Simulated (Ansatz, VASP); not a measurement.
## Two plane-wave programs on Hg

Contents of INCAR:

```
PREC = Accurate
ENCUT = 500
EDIFF = 1E-7
ISMEAR = 0
SIGMA = 0.1
LREAL = False
LASPH = True
NELM = 120
ALGO = Normal
ISIF = 3
LWAVE = False
LCHARG = False
GGA = PS
IBRION = 2
NSW = 80
EDIFFG = -0.05
GGA_COMPAT = False
NELMIN = 4
```

The input KPOINTS:

```
Automatic mesh
0
Gamma
  12 12 4
```

File POSCAR:

```
Hg
1.0
    2.7757455596      0.0000000000      0.0000000000
   -1.3878727798      2.4038661691      0.0000000000
    0.0000000000      0.0000000000      5.2892916390
Hg
2
Direct
    0.3333333333      0.6666666667      0.2500000000
    0.6666666667      0.3333333333      0.7500000000
```

Input for Ansatz:

```yaml
crystal:
  lattice:
    - [2.7757455596, 0.0, 0.0]
    - [-1.3878727798, 2.4038661691, 0.0]
    - [0.0, 0.0, 5.289291639]
  atoms:
    - { symbol: Hg, position: [0.3333333333, 0.6666666667, 0.25] }
    - { symbol: Hg, position: [0.6666666667, 0.3333333333, 0.75] }
basis:
  ecutwfc: 420
kpoints:
  mp_grid: { grid: [12, 12, 4] }
hamiltonian:
  xc: pbesol
scf:
  occupations: { method: gaussian, width: 0.1 }
output:
  forces: true
  stress: true
  eigenvalues: true
relax:
  adjacent_minimum: "off"
  f_tol: 0.05
  max_steps: 60
  cell: { stress_tol: 0.5 }
```

Alike in both runs: task relaxation of cell and atoms; functional PBEsol; k mesh 12 × 12 × 4; occupations gaussian, width 0.1 eV; no spin polarisation.

|  | VASP | Ansatz |
| --- | --- | --- |
| version | VASP 6.6.1 | Ansatz 0.2.0 |
| potentials or method | VASP PAW PBE potentials, release 64 (Hg), cutoff 500 eV | scalar-relativistic, plane waves, PAW |
| valence electrons in the cell | 24 | 40 |

Ansatz gave:

- gap on the k mesh at the Fermi level, each at its own relaxed structure (eV): none
- relaxed volume (Å³/atom): 23.02
- relaxed cell length with the largest relative difference (Å): 3.100

Q: Which values does VASP return?

A: gap on the k mesh at the Fermi level, each at its own relaxed structure (eV): none; relaxed volume (Å³/atom): 23.88; relaxed cell length with the largest relative difference (Å): 3.168.

VASP's potentials were made for PBE, not for PBEsol. A gap of «none» marks a metal or a gap that the smearing closes. VASP's potentials hold 24 valence electrons a cell and Ansatz's 40, so a difference there can come from the potentials and not from the codes.

Neither program's run includes spin-orbit coupling. Noted on VASP's run: the volume moved by over 15 % at a fixed basis, so the end points are rough.
